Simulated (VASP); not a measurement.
Here is a VASP 6.6.1 calculation.

Contents of INCAR:

```
SYSTEM = TmB3Au
ALGO = Normal
EDIFF = 1E-6
ENCUT = 500
GGA = PE
GGA_COMPAT = .False.
ISIF = 2
ISMEAR = 0
LASPH = .True.
LCHARG = .False.
LMAXMIX = 6
LREAL = .False.
LWAVE = .False.
NBANDS = 40
NELM = 200
PREC = Accurate
SIGMA = 0.1
```

File KPOINTS:

```
k-points
0
Gamma
  6 6 6
  0 0 0
```

Contents of POSCAR:

```
TmB3Au
1.0
    5.0706466155      0.0000000000      0.0000000000
   -2.5353233077      4.3913087826      0.0000000000
    0.0000000000      0.0000000000      5.4311464451
Tm B Au
2 6 2
Direct
    0.3333333333      0.6666666667      0.7500000000
    0.6666666667      0.3333333333      0.2500000000
    0.2237067775      0.7762932225      0.2500000000
    0.4474135551      0.2237067775      0.7500000000
    0.2237067775      0.4474135551      0.2500000000
    0.7762932225      0.2237067775      0.7500000000
    0.5525864449      0.7762932225      0.2500000000
    0.7762932225      0.5525864449      0.7500000000
    0.0000000000      0.0000000000      0.0000000000
    0.0000000000      0.0000000000      0.5000000000
```

Potentials or basis: VASP PAW PBE potentials, release 64 (Tm_3, B, Au), 4f in core.

The run is started by

```console
$ cat potpaw_PBE.64/Tm_3/POTCAR potpaw_PBE.64/B/POTCAR potpaw_PBE.64/Au/POTCAR > POTCAR
$ mpirun -np 1 vasp_std > vasp.out
```

Problem. What does it give for the pressure?

Solution. 0.4 GPa.

Problem. Predict the band gap on the k mesh.

Solution. Zero (bands 29 and 30 overlap by 2.28 eV).

Problem. Predict the largest force.

Solution. 0.017 eV/Å.

Forces on the atoms (eV/Å):
```
Tm   0.000  0.000  0.000
Tm   0.000  0.000  0.000
B   -0.015  0.008  0.000
B   -0.015 -0.008  0.000
B    0.000 -0.017  0.000
B    0.015 -0.008  0.000
B    0.015  0.008  0.000
B    0.000  0.017  0.000
Au   0.000  0.000  0.000
Au   0.000  0.000  0.000
```

Caveat: spin-orbit coupling is left out, which moves the levels of the heavy elements; the 4f electrons are frozen in the core, so they carry no moment and show no levels. Spin polarisation is off, so any magnetic state and its effect on volume and gap are missing.
